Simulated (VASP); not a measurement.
Zn: single point with r2SCAN

The system is Zn.

```
Zn
1.0
    -1.53766    1.56904    1.56904
     1.53766   -1.56904    1.56904
     1.53766    1.56904   -1.56904
Zn
1
Cartesian
  0.0000 0.0000 0.0000
```

This cell differs from its parent crystal: strain -0.0200 x Voigt [1, 0, 0, 0, 0, 0].

```json
{
  "Program": "VASP 6.6.1",
  "Task": "single point",
  "Functional": "r2SCAN",
  "Potentials or basis": "VASP PAW PBE potentials, release 64 (Zn)",
  "Cutoff": "520 eV",
  "k mesh": "22 × 22 × 22",
  "Occupations": "gaussian, width 0.15 eV",
  "Spin": "no spin polarisation",
  "Dipole correction": "no",
  "Further INCAR settings": "ALGO = Normal; EDIFF = 1e-07; NBANDS = 12"
}
```

```json
{"Pressure": "-3.1 GPa", "Band gap on the k mesh": "zero (bands 6 and 7 overlap by 5.32 eV)"}
```

Stress tensor (GPa, compression positive):
```
-3.94  0.00  0.00
 0.00 -2.62  0.00
 0.00  0.00 -2.62
```

Levels at points of the mesh, in eV from the Fermi level:
| k point | band 4 | band 5 | band 6 | band 7 | band 8 | band 9 |
| --- | --- | --- | --- | --- | --- | --- |
| (0.00, 0.00, 0.00) | -8.23 | -7.75 | -7.71 | 20.21 | 20.21 | 20.59 |
| (0.50, 0.00, 0.00) | -7.71 | -7.38 | -3.11 | -1.16 | 12.39 | 13.78 |
| (0.00, 0.50, 0.00) | -7.68 | -7.37 | -3.00 | -0.93 | 11.91 | 13.23 |
| (0.50, 0.50, 0.50) | -7.46 | -7.45 | 4.16 | 4.16 | 4.83 | 8.12 |

Run time: 7.1 min on 1 thread of Intel(R) Xeon(R) Platinum 8488C (Sapphire Rapids) (shared host), peak memory 0.25 GiB.

Caveat: the cell differs from its parent crystal (strain -0.0200 x Voigt [1, 0, 0, 0, 0, 0]); the cell stands under tension; the PAW data sets were made with another functional, which shifts forces and pressure a little.
